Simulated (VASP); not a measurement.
A run of VASP 6.6.1 is set up as follows.

The input POSCAR:

```
CuI
1.0
    0.0000000000      3.0398547062      3.0398547062
    3.0398547062      0.0000000000      3.0398547062
    3.0398547062      3.0398547062      0.0000000000
Cu I
1 1
Direct
    0.7500000000      0.7500000000      0.7500000000
    0.0000000000      0.0000000000      0.0000000000
```

File INCAR.step1:

```
SYSTEM = CuI
PREC = Accurate
ENCUT = 520
ISMEAR = 0
SIGMA = 0.05
LREAL = .False.
LASPH = .True.
NELM = 60
NBANDS = 16
GGA = PE
ALGO = Normal
EDIFF = 1E-4
LWAVE = .True.
LCHARG = .False.
```

INCAR.step2

```
SYSTEM = CuI
PREC = Accurate
ENCUT = 520
EDIFF = 1E-6
ISMEAR = 0
SIGMA = 0.05
LREAL = .False.
LASPH = .True.
NELM = 60
ALGO = Normal
ISIF = 2
LWAVE = .False.
LCHARG = .False.
METAGGA = R2SCAN
LMIXTAU = .True.
NBANDS = 16
ISTART = 1
```

KPOINTS

```
regular mesh
0
Gamma
  6 6 6
  0 0 0
```

Potentials or basis: VASP PAW PBE potentials, release 64 (Cu, I).

Command:

```console
$ cat potpaw_PBE.64/Cu/POTCAR potpaw_PBE.64/I/POTCAR > POTCAR
$ cp INCAR.step1 INCAR
$ mpirun -np 1 vasp_std > vasp.out
$ cp INCAR.step2 INCAR
$ mpirun -np 1 vasp_std > vasp.out
```

(1) What does it give for the pressure?

(2) Predict the band gap on the k mesh.

Answers

(1) -1.2 GPa.

(2) 1.59 eV.

Caveat: the PAW data sets were made with another functional, which shifts forces and pressure a little; spin-orbit coupling is left out, which moves the levels of the heavy elements.
